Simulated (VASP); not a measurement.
# GaN (Fm-3m) in VASP: a series of runs

Aim: see how the results for GaN move with the level of theory and the settings. Levels: PBE, r2SCAN. Tasks: single point.

Program: VASP 6.6.1. These are calculated values, not measurements. Logs are shortened: lines on timing, memory, paths and dates and some standing lists are left out, and cuts for length are marked.

**1. The cell of the first run**

The structure is cubic, space group Fm-3m (No. 225). Conventional cell: a = 4.352 Å, b = 4.352 Å, c = 4.352 Å, α = 90.00°, β = 90.00°, γ = 90.00°. Ga (site symmetry m-3m) has 6 N at 2.18 Å within 2.9 Å. N (site symmetry m-3m) has 6 Ga at 2.18 Å within 2.9 Å.

**2. Single point, PBE (volume changed by +6%)**

Input file INCAR:

```
SYSTEM = GaN
PREC = Accurate ; ENCUT = 520
EDIFF = 1E-7 ; ISMEAR = 0
SIGMA = 0.01 ; LREAL = .FALSE.
LASPH = .TRUE. ; NELM = 80
ALGO = Normal ; ISIF = 2
LWAVE = .FALSE. ; LCHARG = .TRUE.
GGA = PE ; LELF = .TRUE.
LVHAR = .TRUE. ; NBANDS = 16
```

Input file KPOINTS:

```
regular mesh
0
G
  8 8 8
  0 0 0
```

Input file POSCAR:

```
GaN
1.0
    0.0000000000      2.1758520756      2.1758520756
    2.1758520756      0.0000000000      2.1758520756
    2.1758520756      2.1758520756      0.0000000000
Ga N
1 1
Direct
    0.0000000000      0.0000000000      0.0000000000
    0.5000000000      0.5000000000      0.5000000000
```

Potentials or basis: VASP PAW PBE potentials, release 64 (Ga_d, N).

Command:

```
cat potpaw_PBE.64/Ga_d/POTCAR potpaw_PBE.64/N/POTCAR > POTCAR
mpirun -np 1 vasp_std > vasp.out
```

OUTCAR:

```text
SYSTEM = GaN
   PREC = Accurate
   ENCUT = 520
   EDIFF = 1E-7
   ISMEAR = 0
   LREAL = .FALSE.
   LASPH = .TRUE.
   NELM = 80
   ISIF = 2
   GGA = PE

 ion  position               nearest neighbor table
   1  0.000  0.000  0.000-   2 2.18   2 2.18   2 2.18   2 2.18   2 2.18   2 2.18
   2  0.500  0.500  0.500-   1 2.18   1 2.18   1 2.18   1 2.18   1 2.18   1 2.18

  LATTYP: Found a face centered cubic cell.
 ALAT       =     4.3517041512

  Lattice vectors:

 A1 = (   0.0000000000,   2.1758520756,   2.1758520756)
 A2 = (   2.1758520756,   0.0000000000,   2.1758520756)
 A3 = (   2.1758520756,   2.1758520756,   0.0000000000)

Analysis of symmetry for initial positions (statically):
=====================================================================
 Subroutine PRICEL returns:
 Original cell was already a primitive cell.

 Routine SETGRP: Setting up the symmetry group for a
 face centered cubic supercell.

 Subroutine GETGRP returns: Found 48 space group operations
 (whereof 48 operations were pure point group operations)
 out of a pool of 48 trial point group operations.

The static configuration has the point symmetry O_h .

Analysis of symmetry for dynamics (positions and initial velocities):
=====================================================================
 Subroutine PRICEL returns:
 Original cell was already a primitive cell.

 Routine SETGRP: Setting up the symmetry group for a
 face centered cubic supercell.

 Subroutine GETGRP returns: Found 48 space group operations
 (whereof 48 operations were pure point group operations)
 out of a pool of 48 trial point group operations.

The dynamic configuration has the point symmetry O_h .

 Subroutine INISYM returns: Found 48 space group operations
 (whereof 48 operations are pure point group operations),
 and found     1 'primitive' translations

----------------------------------------------------------------------------------------

                                     Primitive cell

  volume of cell :      20.6024

  direct lattice vectors                    reciprocal lattice vectors
     0.000000000  2.175852076  2.175852076    -0.229795033  0.229795033  0.229795033
     2.175852076  0.000000000  2.175852076     0.229795033 -0.229795033  0.229795033
     2.175852076  2.175852076  0.000000000     0.229795033  0.229795033 -0.229795033

  length of vectors
     3.077119515  3.077119515  3.077119515     0.398016673  0.398016673  0.398016673

  position of ions in fractional coordinates (direct lattice)
     0.000000000  0.000000000  0.000000000
     0.500000000  0.500000000  0.500000000

  ion indices of the primitive-cell ions
   primitive index   ion index
                 1           1
                 2           2

----------------------------------------------------------------------------------------

 KPOINTS: regular mesh

Automatic generation of k-mesh.
 Grid dimensions read from file:
 generate k-points for:    8    8    8

 Generating k-lattice:

  Cartesian coordinates                     Fractional coordinates (reciprocal lattice)
    -0.028724379  0.028724379  0.028724379     0.125000000  0.000000000  0.000000000
     0.028724379 -0.028724379  0.028724379     0.000000000  0.125000000  0.000000000
     0.028724379  0.028724379 -0.028724379     0.000000000  0.000000000  0.125000000

  Length of vectors
     0.049752084  0.049752084  0.049752084

  Shift w.r.t. Gamma in fractional coordinates (k-lattice)
     0.000000000  0.000000000  0.000000000

 Subroutine IBZKPT returns following result:
 ===========================================

 Found     29 irreducible k-points:

 Following reciprocal coordinates:
            Coordinates               Weight
  0.000000  0.000000  0.000000      1.000000
  0.125000  0.000000  0.000000      8.000000
  0.250000  0.000000  0.000000      8.000000
  0.375000  0.000000  0.000000      8.000000
  0.500000  0.000000  0.000000      4.000000
  0.125000  0.125000  0.000000      6.000000
[... 16 lines left out ...]
  0.500000  0.250000  0.125000     48.000000
 -0.375000  0.250000  0.125000     24.000000
 [... further k-points ...]
   k-points           NKPTS =     29   k-points in BZ     NKDIM =     29   number of bands    NBANDS=     16
   number of dos      NEDOS =    301   number of ions     NIONS =      2
   total plane-waves  NPLWV =  13824
   dimension x,y,z NGX =    24 NGY =   24 NGZ =   24
   dimension x,y,z NGXF=    48 NGYF=   48 NGZF=   48
   ions per type =               1   1
   NGX,Y,Z   is equivalent  to a cutoff of  12.97, 12.97, 12.97 a.u.
   NGXF,Y,Z  is equivalent  to a cutoff of  25.93, 25.93, 25.93 a.u.
 SYSTEM =  GaN
   PREC   = accura    normal or accurate (medium, high low for compatibility)
   ISTART =      0    job   : 0-new  1-cont  2-samecut
   ICHARG =      2    charge: 1-file 2-atom 10-const
   ISPIN  =      1    spin polarized calculation?
   LNONCOLLINEAR =      F non collinear calculations
   LSORBIT =      F    spin-orbit coupling
   LASPH  =      T    aspherical Exc in radial PAW
   ENCUT  =  520.0 eV  38.22 Ry    6.18 a.u.   5.72  5.72  5.72*2*pi/ulx,y,z
   NELM   =     80;   NELMIN=  2; NELMDL= -5     # of ELM steps
   EDIFF  = 0.1E-06   stopping-criterion for ELM
   LREAL  =      F    real-space projection
   EDIFFG = 0.1E-05   stopping-criterion for IOM
   NSW    =      0    number of steps for IOM
   IBRION =     -1    ionic relax: 0-MD 1-quasi-New 2-CG
   NFREE  =      0    steps in history (QN), initial steepest desc. (CG)
   ISIF   =      2    stress and relaxation
   ISYM   =      2    0-nonsym 1-usesym 2-fastsym
   POTIM  = 0.5000    time-step for ionic-motion
   TEBEG  =    0.0;   TEEND  =   0.0 temperature during run
   PSTRESS=    0.0 pullay stress
   NELECT =      18.0000    total number of electrons
   NUPDOWN=      -1.0000    fix difference up-down
   EMIN   =  10.00;   EMAX   =-10.00  energy-range for DOS
   EFERMI =   0.00;   METHOD = LEGACY
   ISMEAR =     0;   SIGMA  =   0.01  broadening in eV -4-tet -1-fermi 0-gaus
   EFERMI_NEDOS =   21; number of points for ismear=-14 and -15
   IALGO  =     38    algorithm
   IMIX   =      4    mixing-type and parameters
     AMIX     =   0.40;   BMIX     =  1.00
     AMIX_MAG =   1.60;   BMIX_MAG =  1.00
  volume/ion in A,a.u.               =      10.30        69.52
  Fermi-wavevector in a.u.,A,eV,Ry     =   1.565043  2.957503 33.325564  2.449360
  Thomas-Fermi vector in A             =   2.667577
   LORBIT       =      0    0 simple, 1 ext, 2 COOP (PROOUT), +10 PAW based schemes
   GGA     = PE    functional components
   LHFCALC =     F    Hartree Fock is set to
   AEXX    =    0.0000 exact exchange contribution
   IVDW    =     0    specifies the selected vdW correction
   LEPSILON=     F    determine dielectric tensor
   LRPA    =     F    only Hartree local field effects (RPA)
 non-spin polarized calculation
 Gauss-broadening in eV      SIGMA  =   0.01
  energy-cutoff  :      520.00
  volume of cell :       20.60
 maximum number of plane-waves:       568
   NGX = 11   NGY = 11   NGZ = 11

 number of electron      17.9999988 magnetization

 Free energy of the ion-electron system (eV)
  ---------------------------------------------------
  ext. energy  EPLUGINS =         0.00000000
  ---------------------------------------------------
  free energy    TOTEN  =       -11.16942438 eV

  energy without entropy =      -11.16942438  energy(sigma->0) =      -11.16942438

 E-fermi :   6.8723     XC(G=0): -12.5895

 val. band max:        6.8325250648   @ k =  -0.2500   0.1250   0.0000
 cond. band min:       6.9094506865   @ k =   0.5000   0.5000   0.0000
 fundamental gap:      0.0769256217
 Fermi energy:         6.8723022556

 k-point     1 :       0.0000    0.0000    0.0000
  band No.  band energies     occupation
      1      -9.6179      2.00000
      2      -7.1884      2.00000
      3      -7.1884      2.00000
      4      -7.1884      2.00000
      5      -7.1130      2.00000
      6      -7.1130      2.00000
[... 8 lines left out ...]
     15      21.4538      0.00000
     16      21.4538      0.00000

 k-point     2 :       0.1250    0.0000    0.0000
  band No.  band energies     occupation
      1      -9.3425      2.00000
      2      -7.1957      2.00000
      3      -7.1793      2.00000
      4      -7.1793      2.00000
      5      -7.1239      2.00000
      6      -7.1239      2.00000
[... 8 lines left out ...]
     15      22.2565      0.00000
     16      22.2566      0.00000

 k-point     3 :       0.2500    0.0000    0.0000
  band No.  band energies     occupation
      1      -8.5712      2.00000
      2      -7.2180      2.00000
      3      -7.2180      2.00000
      4      -7.2094      2.00000
      5      -7.0887      2.00000
      6      -7.0887      2.00000
[... 8 lines left out ...]
     15      23.9528      0.00000
     16      23.9528      0.00000

 k-point     4 :       0.3750    0.0000    0.0000
  band No.  band energies     occupation
      1      -7.5790      2.00000
      2      -7.2757      2.00000
      3      -7.2757      2.00000
      4      -7.1732      2.00000
      5      -7.0334      2.00000
      6      -7.0334      2.00000
[... 8 lines left out ...]
     15      26.4952      0.00000
     16      26.4952      0.00000
[... 324 lines left out ...]
 k-point    22 :       0.3750    0.2500    0.1250
  band No.  band energies     occupation
      1      -8.3076      2.00000
      2      -7.2353      2.00000
      3      -7.1812      2.00000
      4      -7.1173      2.00000
      5      -7.0890      2.00000
      6      -6.7641      2.00000
[... 8 lines left out ...]
     15      27.0360      0.00000
     16      27.3703      0.00000

 k-point    23 :       0.5000    0.2500    0.1250
  band No.  band energies     occupation
      1      -8.0343      2.00000
      2      -7.2409      2.00000
      3      -7.2017      2.00000
      4      -7.1314      2.00000
      5      -7.0302      2.00000
      6      -6.0474      2.00000
[... 8 lines left out ...]
     15      26.9181      0.00000
     16      28.4801      0.00000

 k-point    24 :      -0.3750    0.2500    0.1250
  band No.  band energies     occupation
      1      -7.9653      2.00000
      2      -7.2579      2.00000
      3      -7.1977      2.00000
      4      -7.1368      2.00000
      5      -7.0069      2.00000
      6      -5.5450      2.00000
[... 8 lines left out ...]
     15      24.8629      0.00000
     16      29.3819      0.00000

 [... further k-points ...]
[... 5 lines left out ...]
  --------------------------------------------------------------------------------------
  -------------------------------------------------------------------------------------
  Total       -1.2938810     -1.2938810     -1.2938810     -0.0000000     -0.0000000     -0.0000000
  in kB     -100.6205839   -100.6205839   -100.6205839     -0.0000000     -0.0000000     -0.0000000
  external PRESSURE =    -100.6205839 kB  Pullay stress =       0.0000000 kB

 VOLUME and BASIS-vectors are now :
 -----------------------------------------------------------------------------
  energy-cutoff  :      520.00
  volume of cell :       20.60
      direct lattice vectors                 reciprocal lattice vectors
     0.000000000  2.175852076  2.175852076    -0.229795033  0.229795033  0.229795033
     2.175852076  0.000000000  2.175852076     0.229795033 -0.229795033  0.229795033
     2.175852076  2.175852076  0.000000000     0.229795033  0.229795033 -0.229795033

 POSITION                                       TOTAL-FORCE (eV/Angst)
 -----------------------------------------------------------------------------------
      0.00000      0.00000      0.00000         0.000000     -0.000000      0.000000
      2.17585      2.17585      2.17585         0.000000      0.000000      0.000000
 -----------------------------------------------------------------------------------
    total drift:                                0.000000     -0.000000     -0.000000

  FREE ENERGIE OF THE ION-ELECTRON SYSTEM (eV)
  ---------------------------------------------------
  free  energy   TOTEN  =       -11.1694243835 eV

  energy  without entropy=      -11.1694243834  energy(sigma->0) =      -11.16942438
```

Run time: 5.6 s. Hardware: 1 thread of Intel Xeon 6975P-C (Granite Rapids), shared host; peak memory 0.13 GiB.

Results:

* Free energy: -11.1694 eV
* Pressure: -10.1 GPa
* Band gap on the k mesh: 0.08 eV, indirect (least direct gap 1.70 eV)

Levels at points of the mesh, in eV from the valence-band top:
| k point | band 7 | band 8 | band 9 | band 10 | band 11 | band 12 |
| --- | --- | --- | --- | --- | --- | --- |
| (0.00, 0.00, 0.00) | -0.41 | -0.41 | -0.41 | 1.29 | 14.24 | 14.24 |
| (0.50, 0.00, 0.00) | -7.78 | -0.15 | -0.15 | 4.34 | 8.31 | 8.62 |
| (0.50, 0.50, 0.00) | -6.45 | -2.71 | -2.71 | 0.08 | 7.75 | 11.08 |

Caveat: the cell differs from its parent crystal (volume changed by +6%). A k mesh can miss the band edges.

**3. Single point, PBE**

This run uses another cell than the first one, of 9.37 Å³/atom, 0.910 times its volume.

Input file INCAR:

```
ALGO = Normal
EDIFF = 1E-6
ENCUT = 520
GGA = PE
ISIF = 2
ISMEAR = 0
LASPH = T
LCHARG = F
LREAL = F
LWAVE = F
NBANDS = 16
NELM = 80
PREC = Accurate
SIGMA = 0.01
```

Input file KPOINTS:

```
k-points
0
Gamma
  10 10 10
```

Input file POSCAR:

```
GaN
1.0
    0.0000000000      2.1085152362      2.1085152362
    2.1085152362      0.0000000000      2.1085152362
    2.1085152362      2.1085152362      0.0000000000
Ga N
1 1
Direct
    0.0000000000      0.0000000000      0.0000000000
    0.5000000000      0.5000000000      0.5000000000
```

Potentials or basis: VASP PAW PBE potentials, release 64 (Ga_d, N).

Command:

```
cat potpaw_PBE.64/Ga_d/POTCAR potpaw_PBE.64/N/POTCAR > POTCAR
mpirun -np 1 vasp_std > vasp.out
```

Run time: 6.5 s. Hardware: 1 thread of Intel Xeon 6975P-C (Granite Rapids), shared host; peak memory 0.14 GiB.

The run converged. Its results:

```yaml
Free_energy: -11.1852 eV
Pressure: 9.1 GPa
Band_gap_on_the_k_mesh: 0.66 eV, indirect (least direct gap 2.83 eV)
```

Levels at points of the mesh, in eV from the valence-band top:
```
           k point  band 5  band 6  band 7  band 8  band 9  band 10  band 11  band 12  band 13  band 14
(0.00, 0.00, 0.00)  -13.86  -13.86   -0.49   -0.49   -0.49     2.34    14.79    14.79    14.79    15.95
(0.50, 0.00, 0.00)  -13.73  -13.73   -8.26   -0.14   -0.14     4.75     9.16     9.16     9.52    16.45
(0.50, 0.50, 0.00)  -13.67  -10.95   -7.15   -3.04   -3.04     0.66     7.86    12.02    14.62    14.62
```

**4. Single point, r2SCAN (volume changed by -6%)**

Input file POSCAR:

```
GaN
1.0
    0.0000000000      2.0654722354      2.0654722354
    2.0654722354      0.0000000000      2.0654722354
    2.0654722354      2.0654722354      0.0000000000
Ga N
1 1
Direct
    0.0000000000      0.0000000000      0.0000000000
    0.5000000000      0.5000000000      0.5000000000
```

Input file INCAR.step1:

```
PREC = Accurate
ENCUT = 520
ISMEAR = 0
SIGMA = 0.01
LREAL = False
LASPH = True
NELM = 80
NBANDS = 16
GGA = PE
ALGO = Normal
EDIFF = 1E-4
LWAVE = True
LCHARG = False
```

Input file INCAR.step2:

```
PREC = Accurate
ENCUT = 520
EDIFF = 1E-6
ISMEAR = 0
SIGMA = 0.01
LREAL = False
LASPH = True
NELM = 80
ALGO = Normal
ISIF = 2
LWAVE = False
LCHARG = False
METAGGA = R2SCAN
LMIXTAU = True
NBANDS = 16
ISTART = 1
```

Input file KPOINTS:

```
Automatic mesh
0
Gamma
  8 8 8
```

Command:

```
cat potpaw_PBE.64/Ga_d/POTCAR potpaw_PBE.64/N/POTCAR > POTCAR
cp INCAR.step1 INCAR
mpirun -np 1 vasp_std > vasp.out
cp INCAR.step2 INCAR
mpirun -np 1 vasp_std > vasp.out
```

Run time: 18 s. Hardware: 1 thread of Intel Xeon 6975P-C (Granite Rapids), shared host; peak memory 0.13 GiB.

It converged, with:

```
Free energy            : -20.9062 eV
Pressure               : 18.9 GPa
Band gap on the k mesh : 1.60 eV, indirect (least direct gap 4.26 eV)
```

Levels at points of the mesh, in eV from the valence-band top:
```tsv
k point	band 6	band 7	band 8	band 9	band 10	band 11	band 12	band 13
(0.00, 0.00, 0.00)	-14.25	-0.59	-0.59	-0.59	3.67	15.89	15.89	15.89
(0.50, 0.00, 0.00)	-14.07	-8.70	-0.16	-0.16	5.70	10.26	10.26	11.33
(0.50, 0.50, 0.00)	-11.34	-7.76	-3.37	-3.37	1.60	8.61	13.82	16.65
```

Caveat: the cell differs from its parent crystal (volume changed by -6%); the PAW data sets were made with another functional, which shifts forces and pressure a little. A k mesh can miss the band edges.

**5. Single point, r2SCAN (volume changed by -3%)**

Input file POSCAR:

```
GaN
1.0
    0.0000000000      2.0872156463      2.0872156463
    2.0872156463      0.0000000000      2.0872156463
    2.0872156463      2.0872156463      0.0000000000
Ga N
1 1
Direct
    0.0000000000      0.0000000000      0.0000000000
    0.5000000000      0.5000000000      0.5000000000
```

Input file INCAR.step1:

```
SYSTEM = GaN
ALGO = Normal ; EDIFF = 1E-4
ENCUT = 520 ; GGA = PE
ISMEAR = 0 ; LASPH = .TRUE.
LCHARG = .FALSE. ; LREAL = .FALSE.
LWAVE = .TRUE. ; NBANDS = 16
NELM = 80 ; PREC = Accurate
SIGMA = 0.01
```

Input file INCAR.step2:

```
SYSTEM = GaN
ALGO = Normal ; EDIFF = 1E-6
ENCUT = 520 ; ISIF = 2
ISMEAR = 0 ; ISTART = 1
LASPH = .TRUE. ; LCHARG = .FALSE.
LMIXTAU = .TRUE. ; LREAL = .FALSE.
LWAVE = .FALSE. ; METAGGA = R2SCAN
NBANDS = 16 ; NELM = 80
PREC = Accurate ; SIGMA = 0.01
```

Input file KPOINTS:

```
k-points
0
G
  8 8 8
  0 0 0
```

Command:

```
cat potpaw_PBE.64/Ga_d/POTCAR potpaw_PBE.64/N/POTCAR > POTCAR
cp INCAR.step1 INCAR
mpirun -np 1 vasp_std > vasp.out
cp INCAR.step2 INCAR
mpirun -np 1 vasp_std > vasp.out
```

Wall time 17 s (1 thread of Intel Xeon 6975P-C (Granite Rapids), shared host); peak memory 0.14 GiB.

The run converged. Its results:

* Free energy: -20.9561 eV
* Pressure: 9.4 GPa
* Band gap on the k mesh: 1.38 eV, indirect (least direct gap 3.82 eV)

Levels at points of the mesh, in eV from the valence-band top:
```tsv
k point	band 6	band 7	band 8	band 9	band 10	band 11	band 12	band 13
(0.00, 0.00, 0.00)	-14.27	-0.55	-0.55	-0.55	3.27	15.70	15.70	15.70
(0.50, 0.00, 0.00)	-14.11	-8.53	-0.16	-0.16	5.56	10.06	10.06	10.87
(0.50, 0.50, 0.00)	-11.43	-7.51	-3.24	-3.24	1.38	8.57	13.48	16.20
```

Caveat: the cell differs from its parent crystal (volume changed by -3%); the PAW data sets were made with another functional, which shifts forces and pressure a little.

**6. The runs side by side**

| level | cell | k mesh | gap on the mesh (eV) | pressure (GPa) |
| --- | --- | --- | --- | --- |
| PBE | a = 3.077 Å, angles 60.0°, 2 atoms | 8 × 8 × 8 | 0.08 | -10.1 |
| PBE | a = 2.982 Å, angles 60.0°, 2 atoms | 10 × 10 × 10 | 0.66 | 9.1 |
| r2SCAN | a = 2.921 Å, angles 60.0°, 2 atoms | 8 × 8 × 8 | 1.60 | 18.9 |
| r2SCAN | a = 2.952 Å, angles 60.0°, 2 atoms | 8 × 8 × 8 | 1.38 | 9.4 |

Alike in all rows: task single point; potentials or basis VASP PAW PBE potentials, release 64 (Ga_d, N); no spin polarisation; cutoff (eV) 520; smearing gaussian 0.01 eV.

Caveats: the PAW data sets were made with another functional, which shifts forces and pressure a little (some runs).

Total energies depend on the potentials used, so only differences within one code and one set of settings carry meaning.
